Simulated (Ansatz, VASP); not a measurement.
Two plane-wave programs on B

```
B
1.0
     0.00000    2.06831    2.06831
     2.06831    0.00000    2.06831
     2.06831    2.06831    0.00000
B
2
Direct
  0.12500 0.12500 0.12500
  0.87500 0.87500 0.87500
```

Alike in both runs: task relaxation of cell and atoms; functional BLYP; k mesh 13 × 13 × 13; occupations fermi-dirac, width 0.1 eV; no spin polarisation.

```csv
,VASP,Ansatz
version,VASP 6.6.1,Ansatz 0.2.0
potentials or method,"VASP PAW PBE potentials, release 64 (B), cutoff 600 eV","plane waves (420 eV) with PAW, scalar-relativistic"
valence electrons in the cell,6,6
```

```tsv
	VASP	Ansatz	Ansatz less VASP
relaxed volume (Å³/atom)	8.54	8.54	0.000
relaxed cell length with the largest relative difference (Å)	2.891	2.891	0.0000
```

VASP's potentials were made for PBE, not for BLYP.
